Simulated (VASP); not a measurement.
# Si (P-1) in VASP: single point with PBE

Aim: the single point of Si with PBE.

Program: VASP 6.6.1. These are calculated values, not measurements. Logs are shortened: lines on timing, memory, paths and dates and some standing lists are left out, and cuts for length are marked.

### 1 The cell of the first run

The typed cell holds 2 atoms: a = 4.200 Å, b = 4.200 Å, c = 4.200 Å, α = 90.00°, β = 90.00°, γ = 90.00°.

### 2 Single point, PBE

Input file INCAR:

```
ALGO = Normal
EDIFF = 1E-6
ENCUT = 500
GGA = PE
GGA_COMPAT = F
ISIF = 2
ISMEAR = -1
LASPH = T
LCHARG = T
LELF = T
LREAL = F
LVHAR = T
LWAVE = F
NBANDS = 11
NELM = 120
PREC = Accurate
SIGMA = 0.3
```

Input file KPOINTS:

```
k-points
0
Gamma
  1 1 1
```

Input file POSCAR:

```
Si
1.0
    4.2000000000      0.0000000000      0.0000000000
    0.0000000000      4.2000000000      0.0000000000
    0.0000000000      0.0000000000      4.2000000000
Si
2
Direct
    0.0000000000      0.0000000000      0.0000000000
    0.1935275886      0.1161165531      0.0870874149
```

Potentials or basis: VASP PAW PBE potentials, release 64 (Si).

Started as:

```sh
> cat potpaw_PBE.64/Si/POTCAR > POTCAR
> mpirun -np 1 vasp_gam > vasp.out
```

OUTCAR:

```text
EDIFF = 1E-6
   ENCUT = 500
   GGA = PE
   ISIF = 2
   ISMEAR = -1
   LASPH = T
   LREAL = F
   NELM = 120
   PREC = Accurate

 ion  position               nearest neighbor table
   1  0.000  0.000  0.000-   2 1.02
   2  0.194  0.116  0.087-   1 1.02

 -----------------------------------------------------------------------------
|                                                                             |
|           W    W    AA    RRRRR   N    N  II  N    N   GGGG   !!!           |
|           W    W   A  A   R    R  NN   N  II  NN   N  G    G  !!!           |
|           W    W  A    A  R    R  N N  N  II  N N  N  G       !!!           |
|           W WW W  AAAAAA  RRRRR   N  N N  II  N  N N  G  GGG   !            |
|           WW  WW  A    A  R   R   N   NN  II  N   NN  G    G                |
|           W    W  A    A  R    R  N    N  II  N    N   GGGG   !!!           |
|                                                                             |
|     The distance between some ions is very small. Please check the          |
|     nearest-neighbor list in the OUTCAR file.                               |
|     I HOPE YOU KNOW WHAT YOU ARE DOING!                                     |
|                                                                             |
 -----------------------------------------------------------------------------

  LATTYP: Found a simple cubic cell.
 ALAT       =     4.2000000000

  Lattice vectors:

 A1 = (   4.2000000000,   0.0000000000,   0.0000000000)
 A2 = (   0.0000000000,   4.2000000000,   0.0000000000)
 A3 = (   0.0000000000,   0.0000000000,   4.2000000000)

Analysis of symmetry for initial positions (statically):
=====================================================================
 Subroutine PRICEL returns:
 Original cell was already a primitive cell.

 Routine SETGRP: Setting up the symmetry group for a
 simple cubic supercell.

 Subroutine GETGRP returns: Found  2 space group operations
 (whereof  1 operations were pure point group operations)
 out of a pool of 48 trial point group operations.

The static configuration has the point symmetry C_1 .
 The point group associated with its full space group is S_2 .

Analysis of symmetry for dynamics (positions and initial velocities):
=====================================================================
 Subroutine PRICEL returns:
 Original cell was already a primitive cell.

 Routine SETGRP: Setting up the symmetry group for a
 simple cubic supercell.

 Subroutine GETGRP returns: Found  2 space group operations
 (whereof  1 operations were pure point group operations)
 out of a pool of 48 trial point group operations.

The dynamic configuration has the point symmetry C_1 .
 The point group associated with its full space group is S_2 .

 Subroutine INISYM returns: Found  2 space group operations
 (whereof  1 operations are pure point group operations),
 and found     1 'primitive' translations

----------------------------------------------------------------------------------------

                                     Primitive cell

  volume of cell :      74.0880

  direct lattice vectors                    reciprocal lattice vectors
     4.200000000  0.000000000  0.000000000     0.238095238  0.000000000  0.000000000
     0.000000000  4.200000000  0.000000000     0.000000000  0.238095238  0.000000000
     0.000000000  0.000000000  4.200000000     0.000000000  0.000000000  0.238095238

  length of vectors
     4.200000000  4.200000000  4.200000000     0.238095238  0.238095238  0.238095238

  position of ions in fractional coordinates (direct lattice)
     0.000000000  0.000000000  0.000000000
     0.193527589  0.116116553  0.087087415

  ion indices of the primitive-cell ions
   primitive index   ion index
                 1           1
                 2           2

----------------------------------------------------------------------------------------

 KPOINTS: k-points

Automatic generation of k-mesh.
 Grid dimensions read from file:
 generate k-points for:    1    1    1

 Generating k-lattice:

  Cartesian coordinates                     Fractional coordinates (reciprocal lattice)
     0.238095238  0.000000000  0.000000000     1.000000000  0.000000000  0.000000000
     0.000000000  0.238095238  0.000000000     0.000000000  1.000000000  0.000000000
     0.000000000  0.000000000  0.238095238     0.000000000  0.000000000  1.000000000

  Length of vectors
     0.238095238  0.238095238  0.238095238

  Shift w.r.t. Gamma in fractional coordinates (k-lattice)
     0.000000000  0.000000000  0.000000000

 Subroutine IBZKPT returns following result:
 ===========================================

 Found      1 irreducible k-points:

 Following reciprocal coordinates:
            Coordinates               Weight
  0.000000  0.000000  0.000000      1.000000
   k-points           NKPTS =      1   k-points in BZ     NKDIM =      1   number of bands    NBANDS=     11
   number of dos      NEDOS =    301   number of ions     NIONS =      2
   total plane-waves  NPLWV =  32768
   dimension x,y,z NGX =    32 NGY =   32 NGZ =   32
   dimension x,y,z NGXF=    64 NGYF=   64 NGZF=   64
   ions per type =               2
   NGX,Y,Z   is equivalent  to a cutoff of  12.67, 12.67, 12.67 a.u.
   NGXF,Y,Z  is equivalent  to a cutoff of  25.33, 25.33, 25.33 a.u.
 SYSTEM =  unknown system
   PREC   = accura    normal or accurate (medium, high low for compatibility)
   ISTART =      0    job   : 0-new  1-cont  2-samecut
   ICHARG =      2    charge: 1-file 2-atom 10-const
   ISPIN  =      1    spin polarized calculation?
   LNONCOLLINEAR =      F non collinear calculations
   LSORBIT =      F    spin-orbit coupling
   LASPH  =      T    aspherical Exc in radial PAW
   ENCUT  =  500.0 eV  36.75 Ry    6.06 a.u.   7.66  7.66  7.66*2*pi/ulx,y,z
   NELM   =    120;   NELMIN=  2; NELMDL= -5     # of ELM steps
   EDIFF  = 0.1E-05   stopping-criterion for ELM
   LREAL  =      F    real-space projection
   EDIFFG = 0.1E-04   stopping-criterion for IOM
   NSW    =      0    number of steps for IOM
   IBRION =     -1    ionic relax: 0-MD 1-quasi-New 2-CG
   NFREE  =      0    steps in history (QN), initial steepest desc. (CG)
   ISIF   =      2    stress and relaxation
   ISYM   =      2    0-nonsym 1-usesym 2-fastsym
   POTIM  = 0.5000    time-step for ionic-motion
   TEBEG  =    0.0;   TEEND  =   0.0 temperature during run
   PSTRESS=    0.0 pullay stress
   NELECT =       8.0000    total number of electrons
   NUPDOWN=      -1.0000    fix difference up-down
   EMIN   =  10.00;   EMAX   =-10.00  energy-range for DOS
   EFERMI =   0.00;   METHOD = LEGACY
   ISMEAR =    -1;   SIGMA  =   0.30  broadening in eV -4-tet -1-fermi 0-gaus
   EFERMI_NEDOS =   21; number of points for ismear=-14 and -15
   IALGO  =     38    algorithm
   IMIX   =      4    mixing-type and parameters
     AMIX     =   0.40;   BMIX     =  1.00
     AMIX_MAG =   1.60;   BMIX_MAG =  1.00
  volume/ion in A,a.u.               =      37.04       249.99
  Fermi-wavevector in a.u.,A,eV,Ry     =   0.779571  1.473175  8.268676  0.607731
  Thomas-Fermi vector in A             =   1.882702
   LORBIT       =      0    0 simple, 1 ext, 2 COOP (PROOUT), +10 PAW based schemes
   GGA     = PE    functional components
   LHFCALC =     F    Hartree Fock is set to
   AEXX    =    0.0000 exact exchange contribution
   IVDW    =     0    specifies the selected vdW correction
   LEPSILON=     F    determine dielectric tensor
   LRPA    =     F    only Hartree local field effects (RPA)
 non-spin polarized calculation
  energy-cutoff  :      500.00
  volume of cell :       74.09
 maximum number of plane-waves:       932
 NGX is ok and might be reduce to    30
   NGX = 15   NGY = 15   NGZ = 15

 number of electron       7.9999999 magnetization

 Free energy of the ion-electron system (eV)
  ---------------------------------------------------
  ext. energy  EPLUGINS =         0.00000000
  ---------------------------------------------------
  free energy    TOTEN  =        47.22243928 eV

  energy without entropy =       47.23419852  energy(sigma->0) =       47.22831890

 E-fermi :   1.3569     XC(G=0):  -6.1094

 val. band max:       -0.6454388860   @ k =   0.0000   0.0000   0.0000
 cond. band min:       3.3646755312   @ k =   0.0000   0.0000   0.0000
 fundamental gap:      4.0101144172
 Fermi energy:         1.3568739311

 k-point     1 :       0.0000    0.0000    0.0000
  band No.  band energies     occupation
      1      -7.6251      2.00000
      2      -2.5539      2.00000
      3      -2.5457      2.00000
      4      -0.6454      1.99748
      5       3.3647      0.00248
      6       4.5937      0.00004
      7       4.9335      0.00001
      8       8.0684      0.00000
      9       8.3475      0.00000
     10       8.6392      0.00000
     11       9.5244      0.00000

------------------------ aborting loop because EDIFF is reached ----------------------------------------

  FORCE on cell =-STRESS in cart. coord.  units (eV):
  Direction    XX          YY          ZZ          XY          YZ          ZX
  --------------------------------------------------------------------------------------
  -------------------------------------------------------------------------------------
  Total      108.8491026     39.9414878     22.9260200     60.1858993     27.4462222     45.2202534
  in kB     2353.8975884    863.7477905    495.7827114   1301.5398375    593.5335683    977.9028296
  external PRESSURE =    1237.8093634 kB  Pullay stress =       0.0000000 kB

 VOLUME and BASIS-vectors are now :
 -----------------------------------------------------------------------------
  energy-cutoff  :      500.00
  volume of cell :       74.09
      direct lattice vectors                 reciprocal lattice vectors
     4.200000000  0.000000000  0.000000000     0.238095238  0.000000000  0.000000000
     0.000000000  4.200000000  0.000000000     0.000000000  0.238095238  0.000000000
     0.000000000  0.000000000  4.200000000     0.000000000  0.000000000  0.238095238

 POSITION                                       TOTAL-FORCE (eV/Angst)
 -----------------------------------------------------------------------------------
      0.00000      0.00000      0.00000      -124.611998    -75.927381    -57.119617
      0.81282      0.48769      0.36577       124.611998     75.927381     57.119617
 -----------------------------------------------------------------------------------
    total drift:                                0.000004     -0.000001      0.000002

  FREE ENERGIE OF THE ION-ELECTRON SYSTEM (eV)
  ---------------------------------------------------
  free  energy   TOTEN  =        47.2224392810 eV

  energy  without entropy=       47.2341985184  energy(sigma->0) =       47.22831890
```

Run time: 6.5 s. Hardware: 1 thread of Intel Xeon Platinum 8375C at 2.90GHz (Ice Lake), shared host; peak memory 0.15 GiB.

What came out:

```
Free energy            : 47.2224 eV
Pressure               : 123.8 GPa
Largest force          : 156.703 eV/Å
Band gap on the k mesh : 4.01 eV
```

Forces on the atoms (eV/Å):
```
Si  -124.612  -75.927  -57.120
Si   124.612   75.927   57.120
```

Levels at points of the mesh, in eV from the valence-band top:
| k point | band 1 | band 2 | band 3 | band 4 | band 5 | band 6 | band 7 | band 8 |
| --- | --- | --- | --- | --- | --- | --- | --- | --- |
| (0.00, 0.00, 0.00) | -6.98 | -1.91 | -1.90 | 0.00 | 4.01 | 5.24 | 5.58 | 8.71 |

Caveat: the k points lie up to 1.50 Å⁻¹ apart; forces of over 1 eV/Å act on the atoms, so gaps and moduli don't describe the material at rest.
